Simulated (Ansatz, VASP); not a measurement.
**KCl in VASP and in Ansatz**

```
K Cl
1.0
     3.83920    0.00000    0.00000
     0.00000    3.83920    0.00000
     0.00000    0.00000    3.83920
K Cl
1 1
Direct
  0.00000 0.00000 0.00000
  0.50000 0.50000 0.50000
```

Alike in both runs: functional LDA; k mesh 7 × 7 × 7; occupations fermi-dirac, width 0.05 eV; no spin polarisation.

|  | VASP | Ansatz |
| --- | --- | --- |
| version | VASP 6.6.1 | Ansatz 0.2.0 |
| potentials or method | VASP PAW LDA potentials, release 64 (K_sv, Cl), cutoff 520 eV | all-electron LAPW, scalar-relativistic |
| task | single point | band structure |

```csv
,VASP,Ansatz,Ansatz less VASP
gap on the k mesh at the Fermi level (eV),4.39,4.39,-0.005
least direct gap on the mesh (eV),4.58,4.57,-0.006
pressure (GPa),-3.1,-3.1,-0.02
```

LDA's correlation is that of Perdew and Zunger in VASP and of Perdew and Wang (1992) in Ansatz. Ansatz ran all-electron here, and VASP with PAW potentials.
